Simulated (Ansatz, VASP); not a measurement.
One calculation of Pt, two programs

The input INCAR:

```
PREC = Accurate ; ENCUT = 500
EDIFF = 1E-6 ; ISMEAR = 0
SIGMA = 0.1 ; LREAL = F
LASPH = T ; NELM = 120
ALGO = Normal ; ISIF = 2
LWAVE = F ; LCHARG = F
GGA = PS ; NBANDS = 44
GGA_COMPAT = F
```

The input KPOINTS:

```
Automatic mesh
0
Gamma
  6 6 4
```

Contents of POSCAR:

```
Pt
1.0
    1.5794096832     -5.0102119859      0.0000000000
    1.5794096832      5.0102119859      0.0000000000
    0.0000000000      0.0000000000      4.1799482854
Pt
4
Direct
    0.0980000000      0.9020000000      0.9100000000
    0.5980000000      0.4020000000      0.5900000000
    0.9020000000      0.0980000000      0.0900000000
    0.4020000000      0.5980000000      0.4100000000
```

Input for Ansatz:

```yaml
crystal:
  lattice:
    - [1.5794096832, -5.0102119859, 0.0]
    - [1.5794096832, 5.0102119859, 0.0]
    - [0.0, 0.0, 4.1799482854]
  atoms:
    - { symbol: Pt, position: [0.098, 0.902, 0.91] }
    - { symbol: Pt, position: [0.598, 0.402, 0.59] }
    - { symbol: Pt, position: [0.902, 0.098, 0.09] }
    - { symbol: Pt, position: [0.402, 0.598, 0.41] }
basis:
  ecutwfc: 420
kpoints:
  mp_grid: { grid: [6, 6, 4] }
hamiltonian:
  xc: pbesol
scf:
  occupations: { method: gaussian, width: 0.1 }
  lower_state_search: "off"
output:
  forces: true
  stress: true
  eigenvalues: true
```

Alike in both runs: task single point; functional PBEsol; k mesh 6 × 6 × 4; occupations gaussian, width 0.1 eV; no spin polarisation.

```csv
,VASP,Ansatz
version,VASP 6.6.1,Ansatz 0.2.0
potentials or method,"VASP PAW PBE potentials, release 64 (Pt_sv_GW), cutoff 500 eV","scalar-relativistic, plane waves, PAW"
valence electrons in the cell,72,72
```

```tsv
	VASP	Ansatz	Ansatz less VASP
gap on the k mesh at the Fermi level (eV)	none	none	-
rms of the force components (eV/Å)	11.427	11.279	-0.1483
```

VASP's potentials were made for PBE, not for PBEsol. Atom by atom the forces differ by 0.148 eV/Å (rms over components). A gap of «none» marks a metal or a gap that the smearing closes. The functional is the same, so the differences come from potentials, cutoffs and numerics.

The k mesh is coarse, so the values compare programs but aren't converged. Neither program's run includes spin-orbit coupling.
